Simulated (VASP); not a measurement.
# MoH6 in VASP: notebook

The runs below take MoH6 through single point, with PBE.

Everything below comes from runs of VASP 6.6.1. Logs are shortened: lines on timing, memory, paths and dates and some standing lists are left out, and cuts for length are marked.

## 1. The cell of the first run

The typed cell holds 7 atoms: a = 3.730 Å, b = 3.730 Å, c = 3.730 Å, α = 60.00°, β = 60.00°, γ = 60.00°.

## 2. Single point, PBE

Contents of INCAR:

```
PREC     = Accurate       # precision mode
ENCUT    = 500            # plane-wave cutoff, eV
EDIFF    = 1E-6           # SCF threshold, eV
ISMEAR   = 0              # smearing method
SIGMA    = 0.15           # smearing width, eV
LREAL    = F              # projectors in reciprocal space
LASPH    = T              # aspherical terms in the spheres
NELM     = 120            # most SCF steps
ALGO     = Normal         # electronic algorithm
ISIF     = 2              # what is computed and relaxed
LWAVE    = F              # write WAVECAR
LCHARG   = F              # write CHGCAR
GGA      = PE             # functional
NBANDS   = 19             # bands
GGA_COMPAT= F
```

Contents of KPOINTS:

```
regular mesh
0
Gamma
  3 3 3
```

Contents of POSCAR:

```
MoH6
1.0
    0.0000000000      2.6372295365      2.6372295365
    2.6372295365      0.0000000000      2.6372295365
    2.6372295365      2.6372295365      0.0000000000
H Mo
6 1
Direct
    0.7498732767      0.2501267233      0.2501267233
    0.2501267233      0.7498732767      0.7498732767
    0.2501267233      0.7498732767      0.2501267233
    0.7498732767      0.2501267233      0.7498732767
    0.2501267233      0.2501267233      0.7498732767
    0.7498732767      0.7498732767      0.2501267233
    0.2500000000      0.2500000000      0.2500000000
```

Potentials or basis: VASP PAW PBE potentials, release 64 (H, Mo_sv).

The run is started by

```
cat potpaw_PBE.64/H/POTCAR potpaw_PBE.64/Mo_sv/POTCAR > POTCAR
mpirun -np 1 vasp_std > vasp.out
```

OUTCAR:

```text
PREC = Accurate
   ENCUT = 500
   EDIFF = 1E-6
   ISMEAR = 0
   LREAL = F
   LASPH = T
   NELM = 120
   ISIF = 2
   GGA = PE

 ion  position               nearest neighbor table
   1  0.750  0.250  0.250-   7 1.86   7 1.86
   2  0.250  0.750  0.750-   7 1.86   7 1.86
   3  0.250  0.750  0.250-   7 1.86   7 1.86
   4  0.750  0.250  0.750-   7 1.86   7 1.86
   5  0.250  0.250  0.750-   7 1.86   7 1.86
   6  0.750  0.750  0.250-   7 1.86   7 1.86
   7  0.250  0.250  0.250-   1 1.86   3 1.86   5 1.86   2 1.86   4 1.86   5 1.86   2 1.86   3 1.86
                             6 1.86   1 1.86   4 1.86   6 1.86

  LATTYP: Found a face centered cubic cell.
 ALAT       =     5.2744590730

  Lattice vectors:

 A1 = (   0.0000000000,   2.6372295365,   2.6372295365)
 A2 = (   2.6372295365,   0.0000000000,   2.6372295365)
 A3 = (   2.6372295365,   2.6372295365,   0.0000000000)

Analysis of symmetry for initial positions (statically):
=====================================================================
 Subroutine PRICEL returns:
 Original cell was already a primitive cell.

 Routine SETGRP: Setting up the symmetry group for a
 face centered cubic supercell.

 Subroutine GETGRP returns: Found 24 space group operations
 (whereof 24 operations were pure point group operations)
 out of a pool of 48 trial point group operations.

The static configuration has the point symmetry T_d .

Analysis of symmetry for dynamics (positions and initial velocities):
=====================================================================
 Subroutine PRICEL returns:
 Original cell was already a primitive cell.

 Routine SETGRP: Setting up the symmetry group for a
 face centered cubic supercell.

 Subroutine GETGRP returns: Found 24 space group operations
 (whereof 24 operations were pure point group operations)
 out of a pool of 48 trial point group operations.

The dynamic configuration has the point symmetry T_d .

 Subroutine INISYM returns: Found 24 space group operations
 (whereof 24 operations are pure point group operations),
 and found     1 'primitive' translations

----------------------------------------------------------------------------------------

                                     Primitive cell

  volume of cell :      36.6838

  direct lattice vectors                    reciprocal lattice vectors
     0.000000000  2.637229537  2.637229537    -0.189592902  0.189592902  0.189592902
     2.637229537  0.000000000  2.637229537     0.189592902 -0.189592902  0.189592902
     2.637229537  2.637229537  0.000000000     0.189592902  0.189592902 -0.189592902

  length of vectors
     3.729605778  3.729605778  3.729605778     0.328384538  0.328384538  0.328384538

  position of ions in fractional coordinates (direct lattice)
     0.749873277  0.250126723  0.250126723
     0.250126723  0.749873277  0.749873277
     0.250126723  0.749873277  0.250126723
     0.749873277  0.250126723  0.749873277
     0.250126723  0.250126723  0.749873277
     0.749873277  0.749873277  0.250126723
     0.250000000  0.250000000  0.250000000

  ion indices of the primitive-cell ions
   primitive index   ion index
                 1           1
                 2           2
                 3           3
                 4           4
                 5           5
                 6           6
                 7           7

----------------------------------------------------------------------------------------

 KPOINTS: regular mesh

Automatic generation of k-mesh.
 Grid dimensions read from file:
 generate k-points for:    3    3    3

 Generating k-lattice:

  Cartesian coordinates                     Fractional coordinates (reciprocal lattice)
    -0.063197634  0.063197634  0.063197634     0.333333333  0.000000000  0.000000000
     0.063197634 -0.063197634  0.063197634     0.000000000  0.333333333  0.000000000
     0.063197634  0.063197634 -0.063197634     0.000000000  0.000000000  0.333333333

  Length of vectors
     0.109461513  0.109461513  0.109461513

  Shift w.r.t. Gamma in fractional coordinates (k-lattice)
     0.000000000  0.000000000  0.000000000

 Subroutine IBZKPT returns following result:
 ===========================================

 Found      4 irreducible k-points:

 Following reciprocal coordinates:
            Coordinates               Weight
  0.000000  0.000000  0.000000      1.000000
  0.333333  0.000000  0.000000      8.000000
  0.333333  0.333333  0.000000      6.000000
 -0.333333  0.333333  0.000000     12.000000
   k-points           NKPTS =      4   k-points in BZ     NKDIM =      4   number of bands    NBANDS=     19
   number of dos      NEDOS =    301   number of ions     NIONS =      7
   total plane-waves  NPLWV =  21952
   dimension x,y,z NGX =    28 NGY =   28 NGZ =   28
   dimension x,y,z NGXF=    56 NGYF=   56 NGZF=   56
   ions per type =               6   1
   NGX,Y,Z   is equivalent  to a cutoff of  12.48, 12.48, 12.48 a.u.
   NGXF,Y,Z  is equivalent  to a cutoff of  24.96, 24.96, 24.96 a.u.
 SYSTEM =  unknown system
   PREC   = accura    normal or accurate (medium, high low for compatibility)
   ISTART =      0    job   : 0-new  1-cont  2-samecut
   ICHARG =      2    charge: 1-file 2-atom 10-const
   ISPIN  =      1    spin polarized calculation?
   LNONCOLLINEAR =      F non collinear calculations
   LSORBIT =      F    spin-orbit coupling
   LASPH  =      T    aspherical Exc in radial PAW
   ENCUT  =  500.0 eV  36.75 Ry    6.06 a.u.   6.80  6.80  6.80*2*pi/ulx,y,z
   NELM   =    120;   NELMIN=  2; NELMDL= -5     # of ELM steps
   EDIFF  = 0.1E-05   stopping-criterion for ELM
   LREAL  =      F    real-space projection
   EDIFFG = 0.1E-04   stopping-criterion for IOM
   NSW    =      0    number of steps for IOM
   IBRION =     -1    ionic relax: 0-MD 1-quasi-New 2-CG
   NFREE  =      0    steps in history (QN), initial steepest desc. (CG)
   ISIF   =      2    stress and relaxation
   ISYM   =      2    0-nonsym 1-usesym 2-fastsym
   POTIM  = 0.5000    time-step for ionic-motion
   TEBEG  =    0.0;   TEEND  =   0.0 temperature during run
   PSTRESS=    0.0 pullay stress
   NELECT =      20.0000    total number of electrons
   NUPDOWN=      -1.0000    fix difference up-down
   EMIN   =  10.00;   EMAX   =-10.00  energy-range for DOS
   EFERMI =   0.00;   METHOD = LEGACY
   ISMEAR =     0;   SIGMA  =   0.15  broadening in eV -4-tet -1-fermi 0-gaus
   EFERMI_NEDOS =   21; number of points for ismear=-14 and -15
   IALGO  =     38    algorithm
   IMIX   =      4    mixing-type and parameters
     AMIX     =   0.40;   BMIX     =  1.00
     AMIX_MAG =   1.60;   BMIX_MAG =  1.00
  volume/ion in A,a.u.               =       5.24        35.36
  Fermi-wavevector in a.u.,A,eV,Ry     =   1.337397  2.527313 24.335786  1.788630
  Thomas-Fermi vector in A             =   2.465949
   LORBIT       =      0    0 simple, 1 ext, 2 COOP (PROOUT), +10 PAW based schemes
   GGA     = PE    functional components
   LHFCALC =     F    Hartree Fock is set to
   AEXX    =    0.0000 exact exchange contribution
   IVDW    =     0    specifies the selected vdW correction
   LEPSILON=     F    determine dielectric tensor
   LRPA    =     F    only Hartree local field effects (RPA)
 non-spin polarized calculation
 Gauss-broadening in eV      SIGMA  =   0.15
  energy-cutoff  :      500.00
  volume of cell :       36.68
 maximum number of plane-waves:       941
   NGX = 13   NGY = 13   NGZ = 13

 number of electron      19.9999998 magnetization

 Free energy of the ion-electron system (eV)
  ---------------------------------------------------
  ext. energy  EPLUGINS =         0.00000000
  ---------------------------------------------------
  free energy    TOTEN  =       -28.90967974 eV

  energy without entropy =      -28.90967974  energy(sigma->0) =      -28.90967974

 E-fermi :   5.6492     XC(G=0): -11.3314

 val. band max:        4.8146288426   @ k =   0.3333   0.3333   0.0000
 cond. band min:       6.9929796760   @ k =  -0.3333   0.3333   0.0000
 fundamental gap:      2.1783508334
 Fermi energy:         5.6491730105

 k-point     1 :       0.0000    0.0000    0.0000
  band No.  band energies     occupation
      1     -55.5327      2.00000
      2     -29.6227      2.00000
      3     -29.6227      2.00000
      4     -29.6227      2.00000
      5      -5.9410      2.00000
      6       0.3981      2.00000
      7       0.3981      2.00000
      8       0.3981      2.00000
      9       3.1880      2.00000
     10       3.1880      2.00000
     11      11.9537      0.00000
     12      14.3532      0.00000
     13      14.3532      0.00000
     14      14.3532      0.00000
     15      14.9282      0.00000
     16      14.9282      0.00000
     17      14.9282      0.00000
     18      15.0504      0.00000
     19      15.0504      0.00000

 k-point     2 :       0.3333    0.0000    0.0000
  band No.  band energies     occupation
      1     -55.5262      2.00000
      2     -29.7265      2.00000
      3     -29.6412      2.00000
      4     -29.6412      2.00000
      5      -4.2064      2.00000
      6      -0.7897      2.00000
      7       1.1221      2.00000
      8       1.1221      2.00000
      9       3.8181      2.00000
     10       3.8181      2.00000
     11       7.9803      0.00000
     12       8.8730      0.00000
     13       8.8730      0.00000
     14      12.7954      0.00000
     15      14.4661      0.00000
     16      14.4661      0.00000
     17      16.5619      0.00000
     18      18.9991      0.00000
     19      18.9991      0.00000

 k-point     3 :       0.3333    0.3333    0.0000
  band No.  band energies     occupation
      1     -55.5241      2.00000
      2     -29.7241      2.00000
      3     -29.6655      2.00000
      4     -29.6655      2.00000
      5      -3.4759      2.00000
      6      -0.7840      2.00000
      7       1.0764      2.00000
      8       2.0624      2.00000
      9       2.0624      2.00000
     10       4.8146      2.00000
     11       7.8198      0.00000
     12       7.8198      0.00000
     13       8.4283      0.00000
     14      11.1931      0.00000
     15      13.5015      0.00000
     16      14.6526      0.00000
     17      18.4019      0.00000
     18      19.6115      0.00000
     19      19.6115      0.00000

 k-point     4 :      -0.3333    0.3333    0.0000
  band No.  band energies     occupation
      1     -55.5219      2.00000
      2     -29.7197      2.00000
      3     -29.7194      2.00000
      4     -29.6626      2.00000
      5      -1.9982      2.00000
      6      -1.1196      2.00000
      7       0.1435      2.00000
      8       2.6676      2.00000
      9       3.0238      2.00000
     10       3.6600      2.00000
     11       6.9930      0.00000
     12       7.0387      0.00000
     13       7.8164      0.00000
     14      11.2682      0.00000
     15      12.5587      0.00000
     16      15.2589      0.00000
     17      18.7538      0.00000
     18      19.3625      0.00000
     19      22.2841      0.00000

------------------------ aborting loop because EDIFF is reached ----------------------------------------

  FORCE on cell =-STRESS in cart. coord.  units (eV):
  Direction    XX          YY          ZZ          XY          YZ          ZX
  --------------------------------------------------------------------------------------
  -------------------------------------------------------------------------------------
  Total       -0.2050313     -0.2050313     -0.2050313      0.0000000      0.0000000      0.0000000
  in kB       -8.9548207     -8.9548207     -8.9548207      0.0000000      0.0000000      0.0000000
  external PRESSURE =      -8.9548207 kB  Pullay stress =       0.0000000 kB

 VOLUME and BASIS-vectors are now :
 -----------------------------------------------------------------------------
  energy-cutoff  :      500.00
  volume of cell :       36.68
      direct lattice vectors                 reciprocal lattice vectors
     0.000000000  2.637229537  2.637229537    -0.189592902  0.189592902  0.189592902
     2.637229537  0.000000000  2.637229537     0.189592902 -0.189592902  0.189592902
     2.637229537  2.637229537  0.000000000     0.189592902  0.189592902 -0.189592902

 POSITION                                       TOTAL-FORCE (eV/Angst)
 -----------------------------------------------------------------------------------
      1.31928      2.63723      2.63723        -0.002473     -0.000000      0.000000
      3.95518      2.63723      2.63723         0.002473     -0.000000      0.000000
      2.63723      1.31928      2.63723        -0.000000     -0.002473      0.000000
      2.63723      3.95518      2.63723        -0.000000      0.002473      0.000000
      2.63723      2.63723      1.31928        -0.000000     -0.000000     -0.002473
      2.63723      2.63723      3.95518        -0.000000     -0.000000      0.002473
      1.31861      1.31861      1.31861         0.000000     -0.000000      0.000000
 -----------------------------------------------------------------------------------
    total drift:                               -0.000000     -0.000000     -0.000000

  FREE ENERGIE OF THE ION-ELECTRON SYSTEM (eV)
  ---------------------------------------------------
  free  energy   TOTEN  =       -28.9096797373 eV

  energy  without entropy=      -28.9096797373  energy(sigma->0) =      -28.90967974
```

Wall time 4.4 s (1 thread of AMD EPYC 7R13 (Zen 3), shared host); peak memory 0.12 GiB.

What came out:

| Item | Value |
| --- | --- |
| Free energy | -28.9097 eV |
| Pressure | -0.9 GPa |
| Band gap on the k mesh | 2.18 eV, indirect (least direct gap 3.01 eV) |

Forces on the atoms (eV/Å):
```
H   -0.002  0.000  0.000
H    0.002  0.000  0.000
H    0.000 -0.002  0.000
H    0.000  0.002  0.000
H    0.000  0.000 -0.002
H    0.000  0.000  0.002
Mo   0.000  0.000  0.000
```

Levels at points of the mesh, in eV from the valence-band top:
| k point | band 6 | band 7 | band 8 | band 9 | band 10 | band 11 | band 12 | band 13 | band 14 | band 15 |
| --- | --- | --- | --- | --- | --- | --- | --- | --- | --- | --- |
| (0.00, 0.00, 0.00) | -4.42 | -4.42 | -4.42 | -1.63 | -1.63 | 7.14 | 9.54 | 9.54 | 9.54 | 10.11 |

Caveat: the k points lie up to 0.69 Å⁻¹ apart. A hybrid or GW would open this gap; PBE tends to underestimate it.

## 3. Single point, PBE

This run uses another cell than the first one, of 5.23 Å³/atom, 0.997 times its volume.

Contents of INCAR:

```
PREC = Accurate ; ENCUT = 500
EDIFF = 1E-6 ; ISMEAR = 0
SIGMA = 0.15 ; LREAL = False
LASPH = True ; NELM = 120
ALGO = Normal ; ISIF = 2
LWAVE = False ; LCHARG = False
GGA = PE ; NBANDS = 19
GGA_COMPAT = False
```

KPOINTS is that of step 2.

Contents of POSCAR:

```
MoH6
1.0
    0.0000000000      2.6347182490      2.6347182490
    2.6347182490      0.0000000000      2.6347182490
    2.6347182490      2.6347182490      0.0000000000
H Mo
6 1
Direct
    0.9980055795      0.5019944205      0.5019944205
    0.5019944205      0.9980055795      0.9980055795
    0.5019944205      0.9980055795      0.5019944205
    0.9980055795      0.5019944205      0.9980055795
    0.5019944205      0.5019944205      0.9980055795
    0.9980055795      0.9980055795      0.5019944205
    0.0000000000      0.0000000000      0.0000000000
```

Potentials or basis: VASP PAW PBE potentials, release 64 (H, Mo_sv).

The run is started by

```
cat potpaw_PBE.64/H/POTCAR potpaw_PBE.64/Mo_sv/POTCAR > POTCAR
mpirun -np 1 vasp_std > vasp.out
```

Run time: 4.4 s. Hardware: 1 thread of AMD EPYC 7R13 (Zen 3), shared host; peak memory 0.12 GiB.

Results (log left out):

* Free energy: -28.9088 eV
* Pressure: -0.5 GPa
* Largest force: 0.039 eV/Å
* Band gap on the k mesh: 2.18 eV, indirect (least direct gap 3.02 eV)

Forces in eV/Å, atoms in the order of the input:
```
H   -0.039  0.000  0.000
H    0.039  0.000  0.000
H    0.000 -0.039  0.000
H    0.000  0.039  0.000
H    0.000  0.000 -0.039
H    0.000  0.000  0.039
Mo   0.000  0.000  0.000
```

Levels at points of the mesh, in eV from the valence-band top:
| k point | band 7 | band 8 | band 9 | band 10 | band 11 | band 12 | band 13 | band 14 |
| --- | --- | --- | --- | --- | --- | --- | --- | --- |
| (0.00, 0.00, 0.00) | -4.43 | -4.43 | -1.63 | -1.63 | 7.13 | 9.57 | 9.57 | 9.57 |

Caveat: the k points lie up to 0.69 Å⁻¹ apart. A k mesh can miss the band edges.

## 4. Single point, PBE

This run uses another cell than the first one, of 5.22 Å³/atom, 0.996 times its volume.

Contents of INCAR:

```
ALGO = Normal
EDIFF = 1E-6
ENCUT = 500
GGA = PE
GGA_COMPAT = F
ISIF = 2
ISMEAR = 0
LASPH = T
LCHARG = F
LREAL = F
LWAVE = F
NBANDS = 19
NELM = 120
PREC = Accurate
SIGMA = 0.15
```

Contents of KPOINTS:

```
k-points
0
Gamma
  3 3 3
```

Contents of POSCAR:

```
MoH6
1.0
    0.0000000000      2.6340073932      2.6340073932
    2.6340073932      0.0000000000      2.6340073932
    2.6340073932      2.6340073932      0.0000000000
H Mo
6 1
Direct
    0.5000000000      0.5000000000      0.0000000000
    0.5000000000      0.0000000000      0.5000000000
    0.0000000000      0.0000000000      0.5000000000
    0.0000000000      0.5000000000      0.0000000000
    0.0000000000      0.5000000000      0.5000000000
    0.5000000000      0.0000000000      0.0000000000
    0.0000000000      0.0000000000      0.0000000000
```

The run is started by

```
cat potpaw_PBE.64/H/POTCAR potpaw_PBE.64/Mo_sv/POTCAR > POTCAR
mpirun -np 1 vasp_std > vasp.out
```

Wall time 4.5 s (1 thread of AMD EPYC 7R13 (Zen 3), shared host); peak memory 0.12 GiB.

The run converged. Its results:

| Quantity | Value |
| --- | --- |
| Free energy | -28.9101 eV |
| Pressure | -0.3 GPa |
| Band gap on the k mesh | 2.19 eV, indirect (least direct gap 3.02 eV) |

Levels at points of the mesh, in eV from the valence-band top:
| k point | band 7 | band 8 | band 9 | band 10 | band 11 | band 12 | band 13 | band 14 |
| --- | --- | --- | --- | --- | --- | --- | --- | --- |
| (0.00, 0.00, 0.00) | -4.43 | -4.43 | -1.63 | -1.63 | 7.14 | 9.58 | 9.58 | 9.58 |

Caveat: the k points lie up to 0.69 Å⁻¹ apart.

(Continued in part 2 of 2.)
